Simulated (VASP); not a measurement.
Runs of VASP 6.6.1 on CdS. The structure is that of space group F-43m (No. 216), or close to it. The cells are those of the table. 

```csv
task,level,potentials or basis,cell,k mesh,cutoff (eV),smearing,grid for exact exchange (PRECFOCK),share of exact exchange,screening parameter,gap on the mesh (eV),pressure (GPa)
single point,r2SCAN+D4,"VASP PAW PBE potentials, release 64 (Cd, S)","a = 4.125 Å, angles 60.0°, 2 atoms",8 × 8 × 8,550,fermi-dirac 0.01 eV,-,-,-,(a),1.1
single point,PBEsol-based screened hybrid with 25 % exact exchange,"VASP PAW PBE potentials, release 64 (Cd_sv_GW, S)","a = 4.097 Å, angles 60.0°, 2 atoms",4 × 4 × 4,470,fermi-dirac 0.05 eV,Normal,0.25,0.207 1/Å,2.07,-0.5
single point,RPBE,"VASP PAW PBE potentials, release 64 (Cd_sv_GW, S)","a = 4.406 Å, angles 60.0°, 2 atoms",8 × 8 × 8,630,fermi-dirac 0.15 eV,-,-,-,0.88,-4.1
relaxation of cell and atoms,HSE06,"VASP PAW PBE potentials, release 64 (Cd, S)","relaxed from a = 4.125 Å, angles 60.0°, 2 atoms",4 × 4 × 4,600,fermi-dirac 0.05 eV,Normal,0.25,0.2079 1/Å,2.10,0.0
single point,BLYP+D4,"VASP PAW PBE potentials, release 64 (Cd_sv_GW, S)","a = 4.069 Å, angles 60.0°, 2 atoms",8 × 8 × 8,630,fermi-dirac 0.05 eV,-,-,-,1.21,(b)
dielectric tensor,LDA,"VASP PAW LDA potentials, release 64 (Cd_sv_GW, S)","a = 4.125 Å, angles 60.0°, 2 atoms",8 × 8 × 8,470,gaussian 0.01 eV,-,-,-,0.88,-
single point,r2SCAN0,"VASP PAW PBE potentials, release 64 (Cd_sv_GW, S)","a = 4.069 Å, angles 60.0°, 2 atoms",4 × 4 × 4,520,fermi-dirac 0.05 eV,Normal,0.25,-,(c),2.4
```

Alike in all rows: no spin polarisation.

**Question.** Fill in the values left out.

**Answer.** (a) 1.59; (b) 4.6; (c) 3.26.

Caveats: some runs use coarse meshes; the PAW data sets were made with another functional, which shifts forces and pressure a little (at least some runs); the cell stands under tension (at least some runs); the cell stands under pressure (at least some runs).

A k mesh can miss the band edges, and the runs leave out spin-orbit coupling on Cd.

The runs don't all hold the same shells in valence.
